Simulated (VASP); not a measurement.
# Tl (P6_3/mmc) in VASP: a series of runs

The runs below take Tl through single point, with RPBE.

All numbers are computed with VASP 6.6.1; they aren't measurements. Logs are shortened: lines on timing, memory, paths and dates and some standing lists are left out, and cuts for length are marked.

## (1) The cell of the first run

Symmetry: P6_3/mmc, No. 194, hexagonal system. Conventional cell: a = 3.536 Å, b = 3.536 Å, c = 5.498 Å, α = 90.00°, β = 90.00°, γ = 120.00°. Within 4.5 Å of Tl (site symmetry -6m2) lie 12 Tl at 3.42 to 3.54 Å.

## (2) Single point, RPBE (29.77 Å³/atom)

Input file INCAR:

```
SYSTEM = Tl
PREC = Accurate ; ENCUT = 520
EDIFF = 1E-6 ; ISMEAR = -1
SIGMA = 0.1 ; LREAL = .FALSE.
LASPH = .TRUE. ; NELM = 60
ALGO = Normal ; ISIF = 2
LWAVE = .FALSE. ; LCHARG = .FALSE.
GGA = RP ; NBANDS = 20
```

Input file KPOINTS:

```
regular mesh
0
G
  16 16 9
  0 0 0
```

Input file POSCAR:

```
Tl
1.0
    3.5360314879      0.0000000000      0.0000000000
   -1.7680157439      3.0622930971      0.0000000000
    0.0000000000      0.0000000000      5.4984442227
Tl
2
Direct
    0.3333333333      0.6666666667      0.2500000000
    0.6666666667      0.3333333333      0.7500000000
```

Potentials or basis: VASP PAW PBE potentials, release 64 (Tl_d).

The run is started by

```console
$ cat potpaw_PBE.64/Tl_d/POTCAR > POTCAR
$ mpirun -np 1 vasp_std > vasp.out
```

OUTCAR:

```text
SYSTEM = Tl
   PREC = Accurate
   ENCUT = 520
   EDIFF = 1E-6
   ISMEAR = -1
   LREAL = .FALSE.
   LASPH = .TRUE.
   NELM = 60
   ISIF = 2
   GGA = RP

 ion  position               nearest neighbor table
   1  0.333  0.667  0.250-   2 3.42   2 3.42   2 3.42   2 3.42   2 3.42   2 3.42
   2  0.667  0.333  0.750-   1 3.42   1 3.42   1 3.42   1 3.42   1 3.42   1 3.42

  LATTYP: Found a hexagonal cell.
 ALAT       =     3.5360314879
 C/A-ratio  =     1.5549760350

  Lattice vectors:

 A1 = (   3.5360314879,   0.0000000000,   0.0000000000)
 A2 = (  -1.7680157439,   3.0622930971,   0.0000000000)
 A3 = (   0.0000000000,   0.0000000000,   5.4984442227)

Analysis of symmetry for initial positions (statically):
=====================================================================
 Subroutine PRICEL returns:
 Original cell was already a primitive cell.

 Routine SETGRP: Setting up the symmetry group for a
 hexagonal supercell.

 Subroutine GETGRP returns: Found 24 space group operations
 (whereof 12 operations were pure point group operations)
 out of a pool of 24 trial point group operations.

The static configuration has the point symmetry D_3d.
 The point group associated with its full space group is D_6h.

Analysis of symmetry for dynamics (positions and initial velocities):
=====================================================================
 Subroutine PRICEL returns:
 Original cell was already a primitive cell.

 Routine SETGRP: Setting up the symmetry group for a
 hexagonal supercell.

 Subroutine GETGRP returns: Found 24 space group operations
 (whereof 12 operations were pure point group operations)
 out of a pool of 24 trial point group operations.

The dynamic configuration has the point symmetry D_3d.
 The point group associated with its full space group is D_6h.

 Subroutine INISYM returns: Found 24 space group operations
 (whereof 12 operations are pure point group operations),
 and found     1 'primitive' translations

----------------------------------------------------------------------------------------

                                     Primitive cell

  volume of cell :      59.5392

  direct lattice vectors                    reciprocal lattice vectors
     3.536031488  0.000000000  0.000000000     0.282802912  0.163276337  0.000000000
    -1.768015744  3.062293097  0.000000000     0.000000000  0.326552674  0.000000000
     0.000000000  0.000000000  5.498444223     0.000000000  0.000000000  0.181869627

  length of vectors
     3.536031488  3.536031488  5.498444223     0.326552674  0.326552674  0.181869627

  position of ions in fractional coordinates (direct lattice)
     0.333333333  0.666666667  0.250000000
     0.666666667  0.333333333  0.750000000

  ion indices of the primitive-cell ions
   primitive index   ion index
                 1           1
                 2           2

----------------------------------------------------------------------------------------

 KPOINTS: regular mesh

Automatic generation of k-mesh.
 Grid dimensions read from file:
 generate k-points for:   16   16    9

 Generating k-lattice:

  Cartesian coordinates                     Fractional coordinates (reciprocal lattice)
     0.017675182  0.010204771  0.000000000     0.062500000 -0.000000000  0.000000000
     0.000000000  0.020409542  0.000000000     0.000000000  0.062500000  0.000000000
     0.000000000  0.000000000  0.020207736     0.000000000  0.000000000  0.111111111

  Length of vectors
     0.020409542  0.020409542  0.020207736

  Shift w.r.t. Gamma in fractional coordinates (k-lattice)
     0.000000000  0.000000000  0.000000000

 Subroutine IBZKPT returns following result:
 ===========================================

 Found    150 irreducible k-points:

 Following reciprocal coordinates:
            Coordinates               Weight
  0.000000  0.000000  0.000000      1.000000
  0.062500  0.000000  0.000000      6.000000
  0.125000  0.000000  0.000000      6.000000
  0.187500  0.000000  0.000000      6.000000
  0.250000  0.000000  0.000000      6.000000
  0.312500 -0.000000  0.000000      6.000000
[... 16 lines left out ...]
  0.187500  0.187500  0.000000      6.000000
  0.250000  0.187500  0.000000     12.000000
 [... further k-points ...]
   k-points           NKPTS =    150   k-points in BZ     NKDIM =    150   number of bands    NBANDS=     20
   number of dos      NEDOS =    301   number of ions     NIONS =      2
   total plane-waves  NPLWV =  32928
   dimension x,y,z NGX =    28 NGY =   28 NGZ =   42
   dimension x,y,z NGXF=    56 NGYF=   56 NGZF=   84
   ions per type =               2
   NGX,Y,Z   is equivalent  to a cutoff of  13.16, 13.16, 12.70 a.u.
   NGXF,Y,Z  is equivalent  to a cutoff of  26.33, 26.33, 25.40 a.u.
 SYSTEM =  Tl
   PREC   = accura    normal or accurate (medium, high low for compatibility)
   ISTART =      0    job   : 0-new  1-cont  2-samecut
   ICHARG =      2    charge: 1-file 2-atom 10-const
   ISPIN  =      1    spin polarized calculation?
   LNONCOLLINEAR =      F non collinear calculations
   LSORBIT =      F    spin-orbit coupling
   LASPH  =      T    aspherical Exc in radial PAW
   ENCUT  =  520.0 eV  38.22 Ry    6.18 a.u.   6.57  6.57 10.22*2*pi/ulx,y,z
   NELM   =     60;   NELMIN=  2; NELMDL= -5     # of ELM steps
   EDIFF  = 0.1E-05   stopping-criterion for ELM
   LREAL  =      F    real-space projection
   EDIFFG = 0.1E-04   stopping-criterion for IOM
   NSW    =      0    number of steps for IOM
   IBRION =     -1    ionic relax: 0-MD 1-quasi-New 2-CG
   NFREE  =      0    steps in history (QN), initial steepest desc. (CG)
   ISIF   =      2    stress and relaxation
   ISYM   =      2    0-nonsym 1-usesym 2-fastsym
   POTIM  = 0.5000    time-step for ionic-motion
   TEBEG  =    0.0;   TEEND  =   0.0 temperature during run
   PSTRESS=    0.0 pullay stress
   NELECT =      26.0000    total number of electrons
   NUPDOWN=      -1.0000    fix difference up-down
   EMIN   =  10.00;   EMAX   =-10.00  energy-range for DOS
   EFERMI =   0.00;   METHOD = LEGACY
   ISMEAR =    -1;   SIGMA  =   0.10  broadening in eV -4-tet -1-fermi 0-gaus
   EFERMI_NEDOS =   21; number of points for ismear=-14 and -15
   IALGO  =     38    algorithm
   IMIX   =      4    mixing-type and parameters
     AMIX     =   0.40;   BMIX     =  1.00
     AMIX_MAG =   1.60;   BMIX_MAG =  1.00
  volume/ion in A,a.u.               =      29.77       200.90
  Fermi-wavevector in a.u.,A,eV,Ry     =   1.242029  2.347094 20.988835  1.542636
  Thomas-Fermi vector in A             =   2.376401
   LORBIT       =      0    0 simple, 1 ext, 2 COOP (PROOUT), +10 PAW based schemes
   GGA     = RP    functional components
   LHFCALC =     F    Hartree Fock is set to
   AEXX    =    0.0000 exact exchange contribution
   IVDW    =     0    specifies the selected vdW correction
   LEPSILON=     F    determine dielectric tensor
   LRPA    =     F    only Hartree local field effects (RPA)
 non-spin polarized calculation
  energy-cutoff  :      520.00
  volume of cell :       59.54
 maximum number of plane-waves:      1641
 NGX is ok and might be reduce to    28
   NGX = 13   NGY = 13   NGZ = 21

 number of electron      25.9999998 magnetization

 Free energy of the ion-electron system (eV)
  ---------------------------------------------------
  ext. energy  EPLUGINS =         0.00000000
  ---------------------------------------------------
  free energy    TOTEN  =        -3.61191240 eV

  energy without entropy =       -3.58030933  energy(sigma->0) =       -3.59611086

 E-fermi :   6.3273     XC(G=0):  -9.8643

 val. band max:        6.3178519767   @ k =   0.3125  -0.0000   0.3333
 cond. band min:       6.3406305462   @ k =   0.2500   0.2500   0.2222
 fundamental gap:      0.0227785695
 Fermi energy:         6.3273459509

 k-point     1 :       0.0000    0.0000    0.0000
  band No.  band energies     occupation
      1      -5.4746      2.00000
      2      -5.2660      2.00000
      3      -5.2660      2.00000
      4      -5.2577      2.00000
      5      -5.2145      2.00000
      6      -5.2145      2.00000
[... 12 lines left out ...]
     19      16.5826      0.00000
     20      17.4931      0.00000

 k-point     2 :       0.0625    0.0000    0.0000
  band No.  band energies     occupation
      1      -5.4642      2.00000
      2      -5.2934      2.00000
      3      -5.2518      2.00000
      4      -5.2278      2.00000
      5      -5.2142      2.00000
      6      -5.2026      2.00000
[... 12 lines left out ...]
     19      17.0796      0.00000
     20      17.3378      0.00000

 k-point     3 :       0.1250    0.0000    0.0000
  band No.  band energies     occupation
      1      -5.4445      2.00000
      2      -5.3170      2.00000
      3      -5.2256      2.00000
      4      -5.2211      2.00000
      5      -5.2172      2.00000
      6      -5.2113      2.00000
[... 12 lines left out ...]
     19      16.6027      0.00000
     20      17.8415      0.00000

 k-point     4 :       0.1875    0.0000    0.0000
  band No.  band energies     occupation
      1      -5.4492      2.00000
      2      -5.3152      2.00000
      3      -5.2636      2.00000
      4      -5.2480      2.00000
      5      -5.2173      2.00000
      6      -5.1502      2.00000
[... 12 lines left out ...]
     19      16.0602      0.00000
     20      17.7234      0.00000

 k-point     5 :       0.2500    0.0000    0.0000
  band No.  band energies     occupation
      1      -5.4832      2.00000
      2      -5.3136      2.00000
      3      -5.3102      2.00000
      4      -5.2777      2.00000
      5      -5.1975      2.00000
      6      -5.0777      2.00000
[... 12 lines left out ...]
     19      15.5938      0.00000
     20      17.0683      0.00000
[... 353 lines left out ...]
      6      -5.1020      2.00000
[... 12 lines left out ...]
     19      14.7481      0.00000
     20      15.8876      0.00000

 k-point    22 :       0.4375    0.1250    0.0000
  band No.  band energies     occupation
      1      -5.5289      2.00000
      2      -5.4882      2.00000
      3      -5.3240      2.00000
      4      -5.3160      2.00000
      5      -5.1137      2.00000
      6      -5.0916      2.00000
[... 12 lines left out ...]
     19      14.6787      0.00000
     20      15.8417      0.00000

 k-point    23 :       0.1875    0.1875    0.0000
  band No.  band energies     occupation
      1      -5.3952      2.00000
      2      -5.3942      2.00000
      3      -5.3874      2.00000
      4      -5.2882      2.00000
      5      -5.1405      2.00000
      6      -5.0595      2.00000
[... 12 lines left out ...]
     19      14.9678      0.00000
     20      17.5722      0.00000

 k-point    24 :       0.2500    0.1875    0.0000
  band No.  band energies     occupation
      1      -5.4458      2.00000
      2      -5.4218      2.00000
      3      -5.3482      2.00000
      4      -5.2919      2.00000
      5      -5.1175      2.00000
      6      -5.0868      2.00000
[... 12 lines left out ...]
     19      14.3645      0.00000
     20      17.6301      0.00000

 [... further k-points ...]

------------------------ aborting loop because EDIFF is reached ----------------------------------------

  FORCE on cell =-STRESS in cart. coord.  units (eV):
  Direction    XX          YY          ZZ          XY          YZ          ZX
  --------------------------------------------------------------------------------------
  -------------------------------------------------------------------------------------
  Total        1.2041110      1.2041110      1.4899973      0.0000000     -0.0000000      0.0000000
  in kB       32.4021927     32.4021927     40.0952913      0.0000000     -0.0000000      0.0000000
  external PRESSURE =      34.9665589 kB  Pullay stress =       0.0000000 kB

 VOLUME and BASIS-vectors are now :
 -----------------------------------------------------------------------------
  energy-cutoff  :      520.00
  volume of cell :       59.54
      direct lattice vectors                 reciprocal lattice vectors
     3.536031488  0.000000000  0.000000000     0.282802912  0.163276337  0.000000000
    -1.768015744  3.062293097  0.000000000     0.000000000  0.326552674  0.000000000
     0.000000000  0.000000000  5.498444223     0.000000000  0.000000000  0.181869627

 POSITION                                       TOTAL-FORCE (eV/Angst)
 -----------------------------------------------------------------------------------
     -0.00000      2.04153      1.37461        -0.000000      0.000000      0.000000
      1.76802      1.02076      4.12383         0.000000     -0.000000      0.000000
 -----------------------------------------------------------------------------------
    total drift:                                0.000000     -0.000000      0.000000

  FREE ENERGIE OF THE ION-ELECTRON SYSTEM (eV)
  ---------------------------------------------------
  free  energy   TOTEN  =        -3.6119123969 eV

  energy  without entropy=       -3.5803093272  energy(sigma->0) =       -3.59611086
```

It took 58 s on 1 thread of Intel Xeon 6975P-C (Granite Rapids), shared host; peak memory 0.28 GiB.

Results:

```
Free energy            : -3.6119 eV
Pressure               : 3.5 GPa
Band gap on the k mesh : zero (bands 13 and 14 overlap by 4.69 eV)
```

Stress tensor (GPa, compression positive):
```
3.24 0.00 0.00
0.00 3.24 0.00
0.00 0.00 4.01
```

Caveat: the cell stands under pressure; the PAW data sets were made with another functional, which shifts forces and pressure a little; spin-orbit coupling is left out, which moves the levels of the heavy elements.

## (3) Single point, RPBE (31.12 Å³/atom)

This run uses another cell than the first one, of 31.12 Å³/atom.

Input file INCAR:

```
SYSTEM = Tl
ALGO     = Normal         ! electronic algorithm
EDIFF    = 1E-6           ! SCF threshold, eV
ENCUT    = 520            ! plane-wave cutoff, eV
GGA      = RP             ! functional
ISIF     = 2              ! what is computed and relaxed
ISMEAR   = -1             ! smearing method
LASPH    = .TRUE.         ! aspherical terms in the spheres
LCHARG   = .TRUE.         ! write CHGCAR
LELF     = .TRUE.         ! ELF
LREAL    = .FALSE.        ! projectors in reciprocal space
LVHAR    = .TRUE.       
LWAVE    = .FALSE.        ! write WAVECAR
NBANDS   = 20             ! bands
NELM     = 60             ! most SCF steps
PREC     = Accurate       ! precision mode
SIGMA    = 0.1            ! smearing width, eV
```

Input file KPOINTS:

```
k-points
0
G
  16 16 9
  0 0 0
```

Input file POSCAR:

```
Tl
1.0
    3.5888158593      0.0000000000      0.0000000000
   -1.7944079296      3.1080057036      0.0000000000
    0.0000000000      0.0000000000      5.5805226552
Tl
2
Direct
    0.3333333333      0.6666666667      0.2500000000
    0.6666666667      0.3333333333      0.7500000000
```

Potentials or basis: VASP PAW PBE potentials, release 64 (Tl_d).

The run is started by

```console
$ cat potpaw_PBE.64/Tl_d/POTCAR > POTCAR
$ mpirun -np 1 vasp_std > vasp.out
```

Wall time 58 s (1 thread of Intel Xeon 6975P-C (Granite Rapids), shared host); peak memory 0.28 GiB.

It converged, with:

```yaml
Free_energy: -3.6592 eV
Pressure: 2.0 GPa
Band_gap_on_the_k_mesh: zero (bands 13 and 14 overlap by 4.43 eV)
```

Stress tensor (GPa, compression positive):
```
1.81 0.00 0.00
0.00 1.81 0.00
0.00 0.00 2.35
```

Levels at points of the mesh, in eV from the Fermi level:
| k point | band 11 | band 12 | band 13 | band 14 | band 15 | band 16 |
| --- | --- | --- | --- | --- | --- | --- |
| (0.00, 0.00, 0.00) | -9.51 | -4.92 | -2.43 | 7.12 | 7.12 | 9.09 |
| (0.50, 0.00, 0.00) | -5.83 | -4.68 | -0.66 | 0.71 | 1.34 | 3.50 |

Caveat: the PAW data sets were made with another functional, which shifts forces and pressure a little; spin-orbit coupling is left out, which moves the levels of the heavy elements.

## (4) Single point, RPBE (32.48 Å³/atom)

This run uses another cell than the first one, of 32.48 Å³/atom.

Input file INCAR:

```
ALGO = Normal
EDIFF = 1E-6
ENCUT = 520
GGA = RP
ISIF = 2
ISMEAR = -1
LASPH = T
LCHARG = F
LREAL = F
LWAVE = F
NBANDS = 20
NELM = 100
PREC = Accurate
SIGMA = 0.1
```

Input file KPOINTS:

```
k-points
0
Gamma
  16 16 9
```

Input file POSCAR:

```
Tl
1.0
    3.6400915849      0.0000000000      0.0000000000
   -1.8200457924      3.1524117846      0.0000000000
    0.0000000000      0.0000000000      5.6602551798
Tl
2
Direct
    0.3333333333      0.6666666667      0.2500000000
    0.6666666667      0.3333333333      0.7500000000
```

The run is started by

```console
$ cat potpaw_PBE.64/Tl_d/POTCAR > POTCAR
$ mpirun -np 1 vasp_std > vasp.out
```

Run time: 62 s. Hardware: 1 thread of Intel Xeon 6975P-C (Granite Rapids), shared host; peak memory 0.28 GiB.

The run converged. Its results:

* Free energy: -3.6841 eV
* Pressure: 0.8 GPa
* Band gap on the k mesh: zero (bands 13 and 14 overlap by 4.18 eV)

Stress tensor (GPa, compression positive):
```
0.72 0.00 0.00
0.00 0.72 0.00
0.00 0.00 1.06
```

Levels at points of the mesh, in eV from the Fermi level:
```csv
k point,band 10,band 11,band 12,band 13,band 14,band 15,band 16,band 17
"(0.00, 0.00, 0.00)",-11.20,-9.26,-4.95,-2.28,6.86,6.86,8.75,8.75
"(0.50, 0.00, 0.00)",-11.15,-5.80,-4.65,-0.70,0.70,1.33,3.42,3.55
```

Caveat: the PAW data sets were made with another functional, which shifts forces and pressure a little; spin-orbit coupling is left out, which moves the levels of the heavy elements.

## (5) Single point, RPBE

This run uses another cell than the first one, of 33.83 Å³/atom.

Input file INCAR:

```
PREC     = Accurate       # precision mode
ENCUT    = 520            # plane-wave cutoff, eV
EDIFF    = 1E-6           # SCF threshold, eV
ISMEAR   = -1             # smearing method
SIGMA    = 0.1            # smearing width, eV
LREAL    = False          # projectors in reciprocal space
LASPH    = True           # aspherical terms in the spheres
NELM     = 100            # most SCF steps
ALGO     = Normal         # electronic algorithm
ISIF     = 2              # what is computed and relaxed
LWAVE    = False          # write WAVECAR
LCHARG   = False          # write CHGCAR
GGA      = RP             # functional
NBANDS   = 20             # bands
```

Input file KPOINTS:

```
regular mesh
0
Gamma
  16 16 9
```

Input file POSCAR:

```
Tl
1.0
    3.6899620503      0.0000000000      0.0000000000
   -1.8449810251      3.1956008745      0.0000000000
    0.0000000000      0.0000000000      5.7378025583
Tl
2
Direct
    0.3333333333      0.6666666667      0.2500000000
    0.6666666667      0.3333333333      0.7500000000
```

The run is started by

```console
$ cat potpaw_PBE.64/Tl_d/POTCAR > POTCAR
$ mpirun -np 1 vasp_std > vasp.out
```

Wall time 60 s (1 thread of Intel Xeon 6975P-C (Granite Rapids), shared host); peak memory 0.29 GiB.

Results (log left out):

| Property | Result |
| --- | --- |
| Free energy | -3.6917 eV |
| Pressure | -0.1 GPa |
| Band gap on the k mesh | zero (bands 13 and 14 overlap by 3.95 eV) |

Stress tensor (GPa, compression positive):
```
-0.12  0.00  0.00
 0.00 -0.12  0.00
 0.00  0.00  0.06
```

Levels at points of the mesh, in eV from the Fermi level:
```tsv
k point	band 9	band 10	band 11	band 12	band 13	band 14	band 15	band 16	band 17	band 18
(0.00, 0.00, 0.00)	-11.21	-11.21	-9.03	-4.98	-2.15	6.61	6.61	8.42	8.42	9.41
(0.50, 0.00, 0.00)	-11.20	-11.17	-5.77	-4.64	-0.73	0.69	1.32	3.35	3.46	7.16
```

Caveat: the PAW data sets were made with another functional, which shifts forces and pressure a little; spin-orbit coupling is left out, which moves the levels of the heavy elements.

## (6) Overview

| cell | gap on the mesh (eV) | pressure (GPa) |
| --- | --- | --- |
| a = 3.536, b = 3.536, c = 5.498 Å, angles 90.0, 90.0, 120.0°, 2 atoms | none | 3.5 |
| a = 3.589, b = 3.589, c = 5.581 Å, angles 90.0, 90.0, 120.0°, 2 atoms | none | 2.0 |
| a = 3.640, b = 3.640, c = 5.660 Å, angles 90.0, 90.0, 120.0°, 2 atoms | none | 0.8 |
| a = 3.690, b = 3.690, c = 5.738 Å, angles 90.0, 90.0, 120.0°, 2 atoms | none | -0.1 |

Alike in all rows: task single point; level RPBE; potentials or basis VASP PAW PBE potentials, release 64 (Tl_d); no spin polarisation; k mesh 16 × 16 × 9; cutoff (eV) 520; smearing fermi-dirac 0.1 eV.

Caveats: the PAW data sets were made with another functional, which shifts forces and pressure a little; spin-orbit coupling is left out, which moves the levels of the heavy elements; the cell stands under pressure (at least some runs).

Absolute energies hang on the potentials; compare differences alone.
